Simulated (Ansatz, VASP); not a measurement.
## ZrNb2N3: VASP beside Ansatz

```
Zr Nb N
1.0
     4.50882    0.00000    0.00000
    -2.25441    3.90475    0.00000
     0.00000    0.00000    4.20780
Zr Nb N
1 2 3
Cartesian
  0.0000 0.0000 2.1028
  0.0000 2.6032 4.2081
  2.2544 1.3016 4.2081
  0.0000 0.0000 4.2063
  0.0000 2.6032 2.1028
  2.2544 1.3016 2.1028
```

Alike in both runs: functional PBE; k mesh 4 × 4 × 2; occupations gaussian, width 0.15 eV; no spin polarisation.

Ansatz relaxed the structure, and its values are those at the end. VASP's run is a single point on that final structure, the one shown.

|  | VASP | Ansatz |
| --- | --- | --- |
| version | VASP 6.6.1 | Ansatz 0.2.0 |
| potentials or method | VASP PAW PBE potentials, release 64 (Zr_sv, Nb_sv, N), cutoff 600 eV | scalar-relativistic, plane waves, PAW |
| valence electrons in the cell | 53 | 53 |

```csv
,VASP,Ansatz,Ansatz less VASP
gap on the k mesh at the Fermi level (eV),none,none,-
pressure (GPa),0.1,0.4,+0.26
rms of the force components (eV/Å),0.004,0.004,+0.0001
```

A gap of «none» marks a metal or a gap that the smearing closes.

The k mesh is coarse, so the values compare programs but aren't converged.
